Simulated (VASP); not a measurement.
Zr3Si2F:

```xyz
6
Lattice="2.5473 1.4707 4.1717 -2.5473 1.4707 4.1717 0.0000 -2.9414 4.1717" Properties=species:S:1:pos:R:3 pbc="T T T"
Zr    1.2737   -0.7353    4.1717
Zr   -1.2737   -0.7353    4.1717
Zr    0.0000    1.4707    4.1717
Si    0.0000    0.0000    1.5520
Si    0.0000    0.0000   10.9630
F     0.0000    0.0000    6.2575
```

The cell was generated, and may not be a known phase.

* Program: VASP 6.6.1
* Task: relaxation of cell and atoms
* Functional: PBE
* Potentials or basis: VASP PAW PBE potentials, release 64 (Zr_sv, Si, F)
* Cutoff: 600 eV
* k mesh: 6 × 6 × 6
* Occupations: gaussian, width 0.1 eV
* Spin: no spin polarisation

At the start: pressure 20.1 GPa; volume 15.63 Å³/atom.

**Question.** Where does the relaxation end?

**Answer.** Over 14 steps the energy falls by 699.7 meV/atom and the volume is 17.03 Å³/atom (+9.0 %); space group R-3m (No. 166, to 0.1 Å) before and after.

Step by step:
```csv
step,energy change (eV),largest force (eV/Å),pressure (GPa),volume (Å³)
1,0.0000,0.5573,20.13,93.77
2,-2.0394,0.8062,-11.32,121.73
3,-2.1689,0.8282,-6.67,114.72
4,-3.3704,1.1716,-4.23,107.54
5,-3.2750,2.9402,16.07,93.42
6,-4.0347,0.9820,-0.55,102.60
7,-4.1122,0.0868,5.65,98.04
8,-4.1669,0.4922,2.71,99.91
9,-4.1669,0.4069,3.19,99.58
10,-4.1255,1.0413,-1.03,103.47
11,-4.1908,0.0946,1.42,101.05
12,-4.1938,0.1801,-1.06,103.05
13,-4.1982,0.0678,-0.01,102.17
14,-4.1985,0.0019,-0.05,102.19
```

Final structure:
```cif
data_structure
_symmetry_space_group_name_H-M 'P 1'
_symmetry_Int_Tables_number 1
_cell_length_a 4.7775
_cell_length_b 4.7775
_cell_length_c 4.7775
_cell_angle_alpha 77.411
_cell_angle_beta 77.411
_cell_angle_gamma 77.411
_cell_volume 102.19
loop_
_atom_site_label
_atom_site_type_symbol
_atom_site_fract_x
_atom_site_fract_y
_atom_site_fract_z
_atom_site_occupancy
Zr1 Zr 0.50000 0.00000 0.50000 1
Zr2 Zr 0.00000 0.50000 0.50000 1
Zr3 Zr 0.50000 0.50000 0.00000 1
Si1 Si 0.11470 0.11470 0.11470 1
Si2 Si 0.88530 0.88530 0.88530 1
F1 F 0.50000 0.50000 0.50000 1
```

Caveat: an odd number of electrons without spin polarisation forces a metal; a magnetic or distorted state may lie lower.
